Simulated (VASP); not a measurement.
# WC (P1) in VASP: single point with PBEsol

Aim: the single point of WC with PBEsol.

All numbers are computed with VASP 6.6.1; they aren't measurements. Logs are shortened: lines on timing, memory, paths and dates and some standing lists are left out, and cuts for length are marked.

## 1. The cell of the first run

The typed cell holds 2 atoms: a = 2.901 Å, b = 2.901 Å, c = 2.829 Å, α = 90.00°, β = 90.00°, γ = 120.00°.

## 2. Single point, PBEsol (atom 1 (W) moved by (+0.225, -0.225) A along [1 1 0] and z)

INCAR

```
SYSTEM = WC
  PREC = Accurate
  ENCUT = 1300
  EDIFF = 1E-6
  ISMEAR = 0
  SIGMA = 0.15
  LREAL = .FALSE.
  LASPH = .TRUE.
  NELM = 120
  ALGO = Normal
  ISIF = 2
  LWAVE = .FALSE.
  LCHARG = .TRUE.
  GGA = PS
  LELF = .TRUE.
  LVHAR = .TRUE.
  NBANDS = 16
  GGA_COMPAT = .FALSE.
```

KPOINTS

```
Automatic mesh
0
G
  6 6 6
  0 0 0
```

POSCAR

```
WC
1.0
    2.9005014360      0.0000000000      0.0000000000
   -1.4502507180      2.5119079273      0.0000000000
    0.0000000000      0.0000000000      2.8290000000
W C
1 1
Direct
    0.0865212091      0.0633379210     -0.0795334040
    0.6666666667      0.3333333333      0.5000000000
```

Potentials or basis: VASP PAW PBE potentials, release 64 (W_sv, C_h).

The run is started by

```bash
> cat potpaw_PBE.64/W_sv/POTCAR potpaw_PBE.64/C_h/POTCAR > POTCAR
> mpirun -np 1 vasp_std > vasp.out
```

OUTCAR:

```text
SYSTEM = WC
   PREC = Accurate
   ENCUT = 1300
   EDIFF = 1E-6
   ISMEAR = 0
   LREAL = .FALSE.
   LASPH = .TRUE.
   NELM = 120
   ISIF = 2
   GGA = PS

 ion  position               nearest neighbor table
   1  0.087  0.063  0.920-   2 1.88   2 2.11   2 2.19   2 2.19   2 2.40   2 2.46
   2  0.667  0.333  0.500-   1 1.88   1 2.11   1 2.19   1 2.19   1 2.40   1 2.46

  LATTYP: Found a hexagonal cell.
 ALAT       =     2.9005014360
 C/A-ratio  =     0.9753485949

  Lattice vectors:

 A1 = (   2.9005014360,   0.0000000000,   0.0000000000)
 A2 = (  -1.4502507180,   2.5119079273,   0.0000000000)
 A3 = (   0.0000000000,   0.0000000000,   2.8290000000)

Analysis of symmetry for initial positions (statically):
=====================================================================
 Subroutine PRICEL returns:
 Original cell was already a primitive cell.

 Routine SETGRP: Setting up the symmetry group for a
 hexagonal supercell.

 Subroutine GETGRP returns: Found  1 space group operations
 (whereof  1 operations were pure point group operations)
 out of a pool of 24 trial point group operations.

The static configuration has the point symmetry C_1 .

Analysis of symmetry for dynamics (positions and initial velocities):
=====================================================================
 Subroutine PRICEL returns:
 Original cell was already a primitive cell.

 Routine SETGRP: Setting up the symmetry group for a
 hexagonal supercell.

 Subroutine GETGRP returns: Found  1 space group operations
 (whereof  1 operations were pure point group operations)
 out of a pool of 24 trial point group operations.

The dynamic configuration has the point symmetry C_1 .

 Subroutine INISYM returns: Found  1 space group operations
 (whereof  1 operations are pure point group operations),
 and found     1 'primitive' translations

----------------------------------------------------------------------------------------

                                     Primitive cell

  volume of cell :      20.6115

  direct lattice vectors                    reciprocal lattice vectors
     2.900501436  0.000000000  0.000000000     0.344767973  0.199051882  0.000000000
    -1.450250718  2.511907927  0.000000000     0.000000000  0.398103764  0.000000000
     0.000000000  0.000000000  2.829000000     0.000000000  0.000000000  0.353481796

  length of vectors
     2.900501436  2.900501436  2.829000000     0.398103764  0.398103764  0.353481796

  position of ions in fractional coordinates (direct lattice)
     0.086521209  0.063337921  0.920466596
     0.666666667  0.333333333  0.500000000

  ion indices of the primitive-cell ions
   primitive index   ion index
                 1           1
                 2           2

----------------------------------------------------------------------------------------

 KPOINTS: Automatic mesh

Automatic generation of k-mesh.
 Grid dimensions read from file:
 generate k-points for:    6    6    6

 Generating k-lattice:

  Cartesian coordinates                     Fractional coordinates (reciprocal lattice)
     0.057461329  0.033175314  0.000000000     0.166666667 -0.000000000  0.000000000
     0.000000000  0.066350627  0.000000000     0.000000000  0.166666667  0.000000000
     0.000000000  0.000000000  0.058913633     0.000000000  0.000000000  0.166666667

  Length of vectors
     0.066350627  0.066350627  0.058913633

  Shift w.r.t. Gamma in fractional coordinates (k-lattice)
     0.000000000  0.000000000  0.000000000

 Subroutine IBZKPT returns following result:
 ===========================================

 Found    112 irreducible k-points:

 Following reciprocal coordinates:
            Coordinates               Weight
  0.000000  0.000000  0.000000      1.000000
  0.166667 -0.000000  0.000000      2.000000
  0.000000  0.166667  0.000000      2.000000
 -0.166667  0.166667  0.000000      2.000000
  0.333333 -0.000000  0.000000      2.000000
  0.000000  0.333333  0.000000      2.000000
[... 16 lines left out ...]
  0.000000  0.166667  0.166667      2.000000
 -0.166667  0.166667  0.166667      2.000000
 [... further k-points ...]
   k-points           NKPTS =    112   k-points in BZ     NKDIM =    112   number of bands    NBANDS=     16
   number of dos      NEDOS =    301   number of ions     NIONS =      2
   total plane-waves  NPLWV =  46656
   dimension x,y,z NGX =    36 NGY =   36 NGZ =   36
   dimension x,y,z NGXF=    72 NGYF=   72 NGZF=   72
   ions per type =               1   1
   NGX,Y,Z   is equivalent  to a cutoff of  20.63, 20.63, 21.16 a.u.
   NGXF,Y,Z  is equivalent  to a cutoff of  41.27, 41.27, 42.31 a.u.
 SYSTEM =  WC
   PREC   = accura    normal or accurate (medium, high low for compatibility)
   ISTART =      0    job   : 0-new  1-cont  2-samecut
   ICHARG =      2    charge: 1-file 2-atom 10-const
   ISPIN  =      1    spin polarized calculation?
   LNONCOLLINEAR =      F non collinear calculations
   LSORBIT =      F    spin-orbit coupling
   LASPH  =      T    aspherical Exc in radial PAW
   ENCUT  = 1300.0 eV  95.55 Ry    9.77 a.u.   8.53  8.53  8.32*2*pi/ulx,y,z
   NELM   =    120;   NELMIN=  2; NELMDL= -5     # of ELM steps
   EDIFF  = 0.1E-05   stopping-criterion for ELM
   LREAL  =      F    real-space projection
   EDIFFG = 0.1E-04   stopping-criterion for IOM
   NSW    =      0    number of steps for IOM
   IBRION =     -1    ionic relax: 0-MD 1-quasi-New 2-CG
   NFREE  =      0    steps in history (QN), initial steepest desc. (CG)
   ISIF   =      2    stress and relaxation
   ISYM   =      2    0-nonsym 1-usesym 2-fastsym
   POTIM  = 0.5000    time-step for ionic-motion
   TEBEG  =    0.0;   TEEND  =   0.0 temperature during run
   PSTRESS=    0.0 pullay stress
   NELECT =      18.0000    total number of electrons
   NUPDOWN=      -1.0000    fix difference up-down
   EMIN   =  10.00;   EMAX   =-10.00  energy-range for DOS
   EFERMI =   0.00;   METHOD = LEGACY
   ISMEAR =     0;   SIGMA  =   0.15  broadening in eV -4-tet -1-fermi 0-gaus
   EFERMI_NEDOS =   21; number of points for ismear=-14 and -15
   IALGO  =     38    algorithm
   IMIX   =      4    mixing-type and parameters
     AMIX     =   0.40;   BMIX     =  1.00
     AMIX_MAG =   1.60;   BMIX_MAG =  1.00
  volume/ion in A,a.u.               =      10.31        69.55
  Fermi-wavevector in a.u.,A,eV,Ry     =   1.564813  2.957068 33.315762  2.448639
  Thomas-Fermi vector in A             =   2.667381
   LORBIT       =      0    0 simple, 1 ext, 2 COOP (PROOUT), +10 PAW based schemes
   GGA     = PS    functional components
   LHFCALC =     F    Hartree Fock is set to
   AEXX    =    0.0000 exact exchange contribution
   IVDW    =     0    specifies the selected vdW correction
   LEPSILON=     F    determine dielectric tensor
   LRPA    =     F    only Hartree local field effects (RPA)
 non-spin polarized calculation
 Gauss-broadening in eV      SIGMA  =   0.15
  energy-cutoff  :     1300.00
  volume of cell :       20.61
 maximum number of plane-waves:      2236
 NGX is ok and might be reduce to    36
   NGX = 17   NGY = 17   NGZ = 17

 number of electron      18.0000000 magnetization

 Free energy of the ion-electron system (eV)
  ---------------------------------------------------
  ext. energy  EPLUGINS =         0.00000000
  ---------------------------------------------------
  free energy    TOTEN  =       -23.02690924 eV

  energy without entropy =      -23.02203558  energy(sigma->0) =      -23.02447241

 E-fermi :  11.6227     XC(G=0): -13.9564

 val. band max:       11.5988812388   @ k =  -0.1667   0.1667   0.5000
 cond. band min:      11.6417680853   @ k =  -0.1667   0.1667   0.3333
 fundamental gap:      0.0428868464
 Fermi energy:        11.6227440420

 k-point     1 :       0.0000    0.0000    0.0000
  band No.  band energies     occupation
      1     -62.4173      2.00000
      2     -26.5004      2.00000
      3     -26.3567      2.00000
      4     -26.3273      2.00000
      5      -3.0982      2.00000
      6       6.2115      2.00000
[... 8 lines left out ...]
     15      24.4653      0.00000
     16      27.0129      0.00000

 k-point     2 :       0.1667   -0.0000    0.0000
  band No.  band energies     occupation
      1     -62.4017      2.00000
      2     -26.6309      2.00000
      3     -26.4253      2.00000
      4     -26.3818      2.00000
      5      -2.3314      2.00000
      6       5.9472      2.00000
[... 8 lines left out ...]
     15      25.3740      0.00000
     16      28.4647      0.00000

 k-point     3 :       0.0000    0.1667    0.0000
  band No.  band energies     occupation
      1     -62.4020      2.00000
      2     -26.5737      2.00000
      3     -26.4679      2.00000
      4     -26.3866      2.00000
      5      -2.4358      2.00000
      6       6.1532      2.00000
[... 8 lines left out ...]
     15      24.0201      0.00000
     16      28.0805      0.00000

 k-point     4 :      -0.1667    0.1667    0.0000
  band No.  band energies     occupation
      1     -62.4019      2.00000
      2     -26.5928      2.00000
      3     -26.4643      2.00000
      4     -26.3744      2.00000
      5      -2.3972      2.00000
      6       6.0939      2.00000
[... 8 lines left out ...]
     15      24.4056      0.00000
     16      27.5594      0.00000
[... 324 lines left out ...]
 k-point    22 :       0.1667   -0.0000    0.1667
  band No.  band energies     occupation
      1     -62.3909      2.00000
      2     -26.6734      2.00000
      3     -26.5595      2.00000
      4     -26.3654      2.00000
      5      -1.7827      2.00000
      6       5.7790      2.00000
[... 8 lines left out ...]
     15      24.4905      0.00000
     16      29.3968      0.00000

 k-point    23 :       0.0000    0.1667    0.1667
  band No.  band energies     occupation
      1     -62.3913      2.00000
      2     -26.6620      2.00000
      3     -26.5315      2.00000
      4     -26.3950      2.00000
      5      -1.8564      2.00000
      6       6.2676      2.00000
[... 8 lines left out ...]
     15      25.1943      0.00000
     16      28.7468      0.00000

 k-point    24 :      -0.1667    0.1667    0.1667
  band No.  band energies     occupation
      1     -62.3912      2.00000
      2     -26.6736      2.00000
      3     -26.5384      2.00000
      4     -26.3796      2.00000
      5      -1.7991      2.00000
      6       6.0838      2.00000
[... 8 lines left out ...]
     15      24.6920      0.00000
     16      28.1498      0.00000

 [... further k-points ...]

------------------------ aborting loop because EDIFF is reached ----------------------------------------

  FORCE on cell =-STRESS in cart. coord.  units (eV):
  Direction    XX          YY          ZZ          XY          YZ          ZX
  --------------------------------------------------------------------------------------
  -------------------------------------------------------------------------------------
  Total        3.7388008      0.7991942      3.6890625      1.6242096     -1.8347143     -2.6076999
  in kB      290.6251311     62.1231076    286.7588595    126.2533522   -142.6163342   -202.7021953
  external PRESSURE =     213.1690327 kB  Pullay stress =       0.0000000 kB

 VOLUME and BASIS-vectors are now :
 -----------------------------------------------------------------------------
  energy-cutoff  :     1300.00
  volume of cell :       20.61
      direct lattice vectors                 reciprocal lattice vectors
     2.900501436  0.000000000  0.000000000     0.344767973  0.199051882  0.000000000
    -1.450250718  2.511907927  0.000000000     0.000000000  0.398103764  0.000000000
     0.000000000  0.000000000  2.829000000     0.000000000  0.000000000  0.353481796

 POSITION                                       TOTAL-FORCE (eV/Angst)
 -----------------------------------------------------------------------------------
      0.15910      0.15910      2.60400        -3.664916     -2.859072      4.092130
      1.45025      0.83730      1.41450         3.664916      2.859072     -4.092130
 -----------------------------------------------------------------------------------
    total drift:                                0.000133      0.000013     -0.000590

  FREE ENERGIE OF THE ION-ELECTRON SYSTEM (eV)
  ---------------------------------------------------
  free  energy   TOTEN  =       -23.0269092402 eV

  energy  without entropy=      -23.0220355761  energy(sigma->0) =      -23.02447241
```

Run time: 77 s. Hardware: 1 thread of Intel Xeon Platinum 8259CL at 2.50GHz (Skylake/Cascade Lake), shared host; peak memory 0.32 GiB.

What came out:

* Free energy: -23.0269 eV
* Pressure: 21.3 GPa
* Largest force: 6.193 eV/Å
* Band gap on the k mesh: zero (bands 9 and 10 overlap by 0.76 eV)

Forces in eV/Å, atoms in the order of the input:
```
W   -3.665 -2.859  4.092
C    3.665  2.859 -4.092
```

Levels at points of the mesh, in eV from the Fermi level:
```
           k point  band 7  band 8  band 9  band 10  band 11  band 12
(0.00, 0.00, 0.00)   -4.13   -3.51    0.43     2.26     3.19     4.79
(0.50, 0.00, 0.00)   -4.48   -3.79   -0.89     2.79     3.94     4.40
(0.00, 0.50, 0.00)   -4.74   -3.11   -0.83     2.48     4.40     4.98
(0.50, 0.50, 0.00)   -4.85   -3.58   -0.35     2.51     4.23     4.92
(0.00, 0.00, 0.50)   -3.87   -2.14   -0.81    -0.12     2.81     3.98
(0.50, 0.00, 0.50)   -4.24   -3.64   -0.56     4.21     5.13     6.35
(0.00, 0.50, 0.50)   -5.21   -4.51    0.64     4.01     5.05     5.87
(0.50, 0.50, 0.50)   -4.88   -4.05    0.18     3.88     5.06     5.44
```

Caveat: the k points lie up to 0.42 Å⁻¹ apart, too coarse for converged energies and pressures of a metal; the cell differs from its parent crystal (atom 1 (W) moved by (+0.225, -0.225) A along [1 1 0] and z); the PAW data sets were made with another functional, which shifts forces and pressure a little; spin-orbit coupling is left out, which moves the levels of the heavy elements.

The gap in the log of VASP goes by the Fermi energy; the results here count the filled bands.